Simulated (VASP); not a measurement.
# V (Im-3m) in VASP: notebook

V is run at these levels: PBE; tasks: single point.

All numbers are computed with VASP 6.6.1; they aren't measurements. Logs are shortened: lines on timing, memory, paths and dates and some standing lists are left out, and cuts for length are marked.

**1. The cell of the first run**

Symmetry: Im-3m, No. 229, cubic system. The conventional cell has a = 3.026 Å, b = 3.026 Å, c = 3.026 Å, α = 90.00°, β = 90.00°, γ = 90.00°. Within 3.5 Å of V (site symmetry m-3m) lie 14 V at 2.62 to 3.03 Å.

**2. Single point, PBE, collinear spin, ferromagnetic start**

Input file INCAR:

```
ALGO     = Normal         # electronic algorithm
EDIFF    = 1E-6           # SCF threshold, eV
ENCUT    = 500            # plane-wave cutoff, eV
GGA      = PE             # functional
GGA_COMPAT= F            
ISIF     = 2              # what is computed and relaxed
ISMEAR   = 0              # smearing method
ISPIN    = 2              # spin polarisation
LASPH    = T              # aspherical terms in the spheres
LCHARG   = T              # write CHGCAR
LELF     = T              # ELF
LMAXMIX  = 4              # l up to which the mixer works
LORBIT   = 11             # projections on sites
LREAL    = F              # projectors in reciprocal space
LVHAR    = T            
LWAVE    = F              # write WAVECAR
MAGMOM   = 0.51           # initial moments
NBANDS   = 16             # bands
NELECT   = 12.5         
NELM     = 200            # most SCF steps
PREC     = Accurate       # precision mode
SIGMA    = 0.1            # smearing width, eV
```

Input file KPOINTS:

```
k-points
0
Gamma
  6 6 6
```

Input file POSCAR:

```
V
1.0
   -1.5130000000      1.5130000000      1.5130000000
    1.5130000000     -1.5130000000      1.5130000000
    1.5130000000      1.5130000000     -1.5130000000
V
1
Direct
    0.0000000000      0.0000000000      0.0000000000
```

Potentials or basis: VASP PAW PBE potentials, release 64 (V_sv).

Started as:

```console
> cat potpaw_PBE.64/V_sv/POTCAR > POTCAR
> mpirun -np 1 vasp_std > vasp.out
```

OUTCAR:

```text
EDIFF = 1E-6
   ENCUT = 500
   GGA = PE
   ISIF = 2
   ISMEAR = 0
   ISPIN = 2
   LASPH = T
   LORBIT = 11
   LREAL = F
   NELECT = 12.5
   NELM = 200
   PREC = Accurate

 ion  position               nearest neighbor table
   1  0.000  0.000  0.000-

  LATTYP: Found a body centered cubic cell.
 ALAT       =     3.0260000000

  Lattice vectors:

 A1 = (  -1.5130000000,   1.5130000000,   1.5130000000)
 A2 = (   1.5130000000,  -1.5130000000,   1.5130000000)
 A3 = (   1.5130000000,   1.5130000000,  -1.5130000000)

Analysis of symmetry for initial positions (statically):
=====================================================================
 Subroutine PRICEL returns:
 Original cell was already a primitive cell.

 Routine SETGRP: Setting up the symmetry group for a
 body centered cubic supercell.

 Subroutine GETGRP returns: Found 48 space group operations
 (whereof 48 operations were pure point group operations)
 out of a pool of 48 trial point group operations.

The static configuration has the point symmetry O_h .

Analysis of symmetry for dynamics (positions and initial velocities):
=====================================================================
 Subroutine PRICEL returns:
 Original cell was already a primitive cell.

 Routine SETGRP: Setting up the symmetry group for a
 body centered cubic supercell.

 Subroutine GETGRP returns: Found 48 space group operations
 (whereof 48 operations were pure point group operations)
 out of a pool of 48 trial point group operations.

The dynamic configuration has the point symmetry O_h .

Analysis of structural, dynamic, and magnetic symmetry:
=====================================================================
 Subroutine PRICEL returns:
 Original cell was already a primitive cell.

 Routine SETGRP: Setting up the symmetry group for a
 body centered cubic supercell.

 Subroutine GETGRP returns: Found 48 space group operations
 (whereof 48 operations were pure point group operations)
 out of a pool of 48 trial point group operations.

The overall configuration has the point symmetry O_h .

 Subroutine INISYM returns: Found 48 space group operations
 (whereof 48 operations are pure point group operations),
[... 95 lines left out ...]
   PSTRESS=    0.0 pullay stress
   NELECT =      12.5000    total number of electrons
   NUPDOWN=      -1.0000    fix difference up-down
   EMIN   =  10.00;   EMAX   =-10.00  energy-range for DOS
   EFERMI =   0.00;   METHOD = LEGACY
   ISMEAR =     0;   SIGMA  =   0.10  broadening in eV -4-tet -1-fermi 0-gaus
   EFERMI_NEDOS =   21; number of points for ismear=-14 and -15
   IALGO  =     38    algorithm
   IMIX   =      4    mixing-type and parameters
     AMIX     =   0.40;   BMIX     =  1.00
     AMIX_MAG =   1.60;   BMIX_MAG =  1.00
  volume/ion in A,a.u.               =      13.85        93.49
  Fermi-wavevector in a.u.,A,eV,Ry     =   1.581925  2.989405 34.048402  2.502487
  Thomas-Fermi vector in A             =   2.681926
   LORBIT       =     11    0 simple, 1 ext, 2 COOP (PROOUT), +10 PAW based schemes
   GGA     = PE    functional components
   LHFCALC =     F    Hartree Fock is set to
   AEXX    =    0.0000 exact exchange contribution
   IVDW    =     0    specifies the selected vdW correction
   LEPSILON=     F    determine dielectric tensor
   LRPA    =     F    only Hartree local field effects (RPA)
 spin polarized calculation
 Gauss-broadening in eV      SIGMA  =   0.10
  energy-cutoff  :      500.00
  volume of cell :       13.85
 maximum number of plane-waves:       370
   NGX =  9   NGY =  9   NGZ =  9

 number of electron      12.4999996 magnetization       0.0382164

 Free energy of the ion-electron system (eV)
  ---------------------------------------------------
  ext. energy  EPLUGINS =         0.00000000
  ---------------------------------------------------
  free energy    TOTEN  =       -13.59156785 eV

  energy without entropy =      -13.58237135  energy(sigma->0) =      -13.58696960

 E-fermi :   9.2537     XC(G=0): -12.3775

 val. band max:        9.1232457904   @ k =   0.5000   0.5000   0.1667
 cond. band min:       9.2712175208   @ k =   0.1667   0.0000   0.0000
 fundamental gap:      0.1479717304
 Fermi energy:         9.2537386792

 spin component 1

 k-point     1 :       0.0000    0.0000    0.0000
  band No.  band energies     occupation
      1     -54.7453      1.00000
      2     -28.1003      1.00000
      3     -28.1003      1.00000
      4     -28.1003      1.00000
      5       3.2446      1.00000
      6       9.6532      0.00000
[... 280 lines left out ...]
      2     -28.6404      1.00000
      3     -28.6404      1.00000
      4     -28.6404      1.00000
      5       6.6296      1.00000
      6       6.6296      1.00000
[... 8 lines left out ...]
     15      30.8353      0.00000
     16      41.6149      0.00000
 Fermi energy:         9.2537386792

 spin component 2

 k-point     1 :       0.0000    0.0000    0.0000
  band No.  band energies     occupation
      1     -54.7117      1.00000
      2     -28.0669      1.00000
      3     -28.0669      1.00000
      4     -28.0669      1.00000
      5       3.2616      1.00000
      6       9.6986      0.00000
[... 281 lines left out ...]
      3     -28.6068      1.00000
      4     -28.6068      1.00000
      5       6.6400      1.00000
      6       6.6400      1.00000
[... 8 lines left out ...]
     15      30.8450      0.00000
     16      41.6687      0.00000

------------------------ aborting loop because EDIFF is reached ----------------------------------------

  FORCE on cell =-STRESS in cart. coord.  units (eV):
  Direction    XX          YY          ZZ          XY          YZ          ZX
  --------------------------------------------------------------------------------------
  -------------------------------------------------------------------------------------
  Total       -6.5248725     -6.5248725     -6.5248725      0.0000000      0.0000000      0.0000000
  in kB     -754.5809444   -754.5809444   -754.5809444      0.0000000      0.0000000      0.0000000
  external PRESSURE =    -754.5809444 kB  Pullay stress =       0.0000000 kB

 VOLUME and BASIS-vectors are now :
 -----------------------------------------------------------------------------
  energy-cutoff  :      500.00
  volume of cell :       13.85
      direct lattice vectors                 reciprocal lattice vectors
    -1.513000000  1.513000000  1.513000000     0.000000000  0.330469266  0.330469266
     1.513000000 -1.513000000  1.513000000     0.330469266  0.000000000  0.330469266
     1.513000000  1.513000000 -1.513000000     0.330469266  0.330469266  0.000000000

 POSITION                                       TOTAL-FORCE (eV/Angst)
 -----------------------------------------------------------------------------------
      0.00000      0.00000      0.00000        -0.000000     -0.000000      0.000000
 -----------------------------------------------------------------------------------
    total drift:                                0.000000     -0.000000      0.000000

  FREE ENERGIE OF THE ION-ELECTRON SYSTEM (eV)
  ---------------------------------------------------
  free  energy   TOTEN  =       -13.5915678537 eV

  energy  without entropy=      -13.5823713528  energy(sigma->0) =      -13.58696960

 total charge

# of ion       s       p       d       tot
------------------------------------------
    1        2.317   6.142   2.828  11.287

 magnetization (x)

# of ion       s       p       d       tot
------------------------------------------
    1        0.000   0.000   0.033   0.034
```

stdout:

```text
POSCAR found type information on POSCAR V
 POSCAR found :  1 types and       1 ions
 scaLAPACK will be used
 LDA part: xc-table for (Slater+PW92), standard interpolation
 POSCAR, INCAR and KPOINTS ok, starting setup
 FFT: planning ... GRIDC
 FFT: planning ... GRID_SOFT
 FFT: planning ... GRID
 WAVECAR not read
 entering main loop
 the old and the new charge density differ
 old charge density:    13.00000 new   12.50000
    0.174E+01
```

Run time: 5.9 s. Hardware: 1 thread of Intel Xeon Platinum 8375C at 2.90GHz (Ice Lake), shared host; peak memory 0.13 GiB.

Results:

| Quantity | Value |
| --- | --- |
| Free energy | -13.5916 eV |
| Net moment | 0.04 μB per cell |
| Site moments | V +0.03 μB |
| Valence electrons inside the program's atomic spheres | V 11.29 |

Caveat: the k points lie up to 0.49 Å⁻¹ apart; the cell carries a net charge on a neutralising background, which shifts energy and pressure; the cell is charged against a uniform background, so pressure and absolute levels hang on convention.

**3. Single point, PBE, collinear spin, ferromagnetic start**

Input file INCAR:

```
  ALGO = Normal
  EDIFF = 1E-6
  ENCUT = 500
  GGA = PE
  GGA_COMPAT = False
  ISIF = 2
  ISMEAR = 0
  ISPIN = 2
  LASPH = True
  LCHARG = False
  LMAXMIX = 4
  LORBIT = 11
  LREAL = False
  LWAVE = False
  MAGMOM = 0.5
  NBANDS = 16
  NELM = 200
  PREC = Accurate
  SIGMA = 0.1
```

KPOINTS is that of step 2.

POSCAR is that of step 2.

Potentials or basis: VASP PAW PBE potentials, release 64 (V_sv).

Started as:

```console
> cat potpaw_PBE.64/V_sv/POTCAR > POTCAR
> mpirun -np 1 vasp_std > vasp.out
```

Run time: 5.9 s. Hardware: 1 thread of Intel Xeon Platinum 8375C at 2.90GHz (Ice Lake), shared host; peak memory 0.13 GiB.

It converged, with:

```yaml
Free_energy: -8.9533 eV
Pressure: -3.6 GPa
Net_moment: 0.62 μB per cell
Site_moments: V +0.49 μB
Valence_electrons_inside_the_program's_atomic_spheres: V 11.60
```

Levels at points of the mesh, in eV from the Fermi level:
Spin up:
| k point | band 3 | band 4 | band 5 | band 6 | band 7 | band 8 | band 9 | band 10 | band 11 | band 12 |
| --- | --- | --- | --- | --- | --- | --- | --- | --- | --- | --- |
| (0.00, 0.00, 0.00) | -37.33 | -37.33 | -6.78 | 0.11 | 0.11 | 0.11 | 2.19 | 2.19 | 20.01 | 20.01 |
| (0.50, 0.00, 0.00) | -37.59 | -37.34 | -3.33 | -1.37 | 1.29 | 2.14 | 2.53 | 3.67 | 9.57 | 15.46 |
| (0.50, 0.50, 0.50) | -37.90 | -37.90 | -3.05 | -3.05 | 3.30 | 3.30 | 3.30 | 9.65 | 9.65 | 9.65 |
Spin down:
| k point | band 3 | band 4 | band 5 | band 6 | band 7 | band 8 | band 9 | band 10 |
| --- | --- | --- | --- | --- | --- | --- | --- | --- |
| (0.00, 0.00, 0.00) | -36.91 | -36.91 | -6.34 | 0.65 | 0.65 | 0.65 | 2.44 | 2.44 |
| (0.50, 0.00, 0.00) | -37.17 | -36.92 | -2.89 | -0.83 | 1.72 | 2.49 | 2.79 | 4.20 |
| (0.50, 0.50, 0.50) | -37.47 | -37.47 | -2.75 | -2.75 | 3.83 | 3.83 | 3.83 | 10.17 |

Caveat: the k points lie up to 0.49 Å⁻¹ apart.

**4. Single point, PBE, collinear spin, ferromagnetic start**

Input file INCAR:

```
ALGO = Normal
EDIFF = 1E-6
ENCUT = 500
GGA = PE
GGA_COMPAT = F
ISIF = 2
ISMEAR = -4
ISPIN = 2
LASPH = T
LCHARG = T
LELF = T
LMAXMIX = 4
LORBIT = 11
LREAL = F
LVHAR = T
LWAVE = F
MAGMOM = 0.51
NBANDS = 16
NELM = 200
PREC = Accurate
SIGMA = 0.1
```

KPOINTS is that of step 3.

POSCAR is that of step 3.

Started as:

```console
> cat potpaw_PBE.64/V_sv/POTCAR > POTCAR
> mpirun -np 1 vasp_std > vasp.out
```

Run time: 7.5 s. Hardware: 1 thread of Intel Xeon Platinum 8375C at 2.90GHz (Ice Lake), shared host; peak memory 0.13 GiB.

The run converged. Its results:

| Item | Value |
| --- | --- |
| Free energy | -8.8524 eV |
| Pressure | -1.5 GPa |
| Net moment | 0.59 μB per cell |
| Site moments | V +0.48 μB |
| Valence electrons inside the program's atomic spheres | V 11.60 |

Levels at points of the mesh, in eV from the Fermi level:
Spin up:
| k point | band 4 | band 5 | band 6 | band 7 | band 8 | band 9 | band 10 | band 11 |
| --- | --- | --- | --- | --- | --- | --- | --- | --- |
| (0.00, 0.00, 0.00) | -37.36 | -6.75 | 0.08 | 0.08 | 0.08 | 2.19 | 2.19 | 20.04 |
| (0.50, 0.00, 0.00) | -37.36 | -3.33 | -1.39 | 1.32 | 2.12 | 2.52 | 3.64 | 9.56 |
| (0.50, 0.50, 0.50) | -37.92 | -3.04 | -3.04 | 3.27 | 3.27 | 3.27 | 9.66 | 9.66 |
Spin down:
| k point | band 4 | band 5 | band 6 | band 7 | band 8 | band 9 |
| --- | --- | --- | --- | --- | --- | --- |
| (0.00, 0.00, 0.00) | -36.93 | -6.38 | 0.64 | 0.64 | 0.64 | 2.41 |
| (0.50, 0.00, 0.00) | -36.94 | -2.92 | -0.85 | 1.68 | 2.46 | 2.76 |
| (0.50, 0.50, 0.50) | -37.49 | -2.79 | -2.79 | 3.82 | 3.82 | 3.82 |

Caveat: the k points lie up to 0.49 Å⁻¹ apart.
